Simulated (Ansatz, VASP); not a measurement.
**SiNi: VASP beside Ansatz**

File INCAR:

```
SYSTEM = SiNi
PREC     = Accurate       ! precision mode
ENCUT    = 520            ! plane-wave cutoff, eV
EDIFF    = 1E-6           ! SCF threshold, eV
ISMEAR   = -1             ! smearing method
SIGMA    = 0.1            ! smearing width, eV
LREAL    = .FALSE.        ! projectors in reciprocal space
LASPH    = .TRUE.         ! aspherical terms in the spheres
NELM     = 60             ! most SCF steps
ALGO     = Normal         ! electronic algorithm
ISIF     = 2              ! what is computed and relaxed
LWAVE    = .FALSE.        ! write WAVECAR
LCHARG   = .FALSE.        ! write CHGCAR
GGA      = PE             ! functional
NBANDS   = 14             ! bands
```

Contents of KPOINTS:

```
Automatic mesh
0
G
  14 14 13
  0 0 0
```

The input POSCAR:

```
SiNi
1.0
    2.3711075784      0.0000000000      0.0000000000
   -1.1855537892      2.0534393980      0.0000000000
    0.0000000000      0.0000000000      3.4421795808
Ni Si
1 1
Direct
    0.0000000000      0.0000000000      0.0000000000
    0.3333333333      0.6666666667      0.5000000000
```

Input for Ansatz:

```yaml
crystal:
  lattice:
    - [2.3711075784, 0.0, 0.0]
    - [-1.1855537892, 2.053439398, 0.0]
    - [0.0, 0.0, 3.4421795808]
  atoms:
    - { symbol: Ni, position: [0.0, 0.0, 0.0] }
    - { symbol: Si, position: [0.3333333333, 0.6666666667, 0.5] }
kpoints:
  mp_grid: { grid: [14, 14, 13] }
scf:
  occupations: { method: fermi_dirac, width: 0.1 }
hamiltonian:
  xc: pbe
  pseudopotentials: { kind: paw }
output:
  forces: true
  stress: true
  eigenvalues: true
  populations: true
```

Change from the starting cell: volume scaled by 0.64, PAW files.

Alike in both runs: task single point; functional PBE; k mesh 14 × 14 × 13; occupations fermi-dirac, width 0.1 eV; no spin polarisation.

|  | VASP | Ansatz |
| --- | --- | --- |
| version | VASP 6.6.1 | Ansatz 0.2.0 |
| potentials or method | VASP PAW PBE potentials, release 64 (Ni, Si) | PAW with Ansatz's default frozen-core files, scalar-relativistic |
| plane-wave cutoff (eV) | 520 | 420 |
| valence electrons in the cell | 14 | 22 |

|  | VASP | Ansatz | Ansatz less VASP |
| --- | --- | --- | --- |
| pressure (GPa) | 119.8 | 119.9 | +0.10 |
| traceless stress, the component that is largest in VASP (GPa) | 0.50 | 0.13 | -0.370 |

Both programs put the cell under a high pressure, so it lies far from rest at this level. VASP's potentials hold 14 valence electrons a cell and Ansatz's 22, so a difference there can come from the potentials and not from the codes.

Noted on VASP's run: the cell as given lies far from equilibrium.
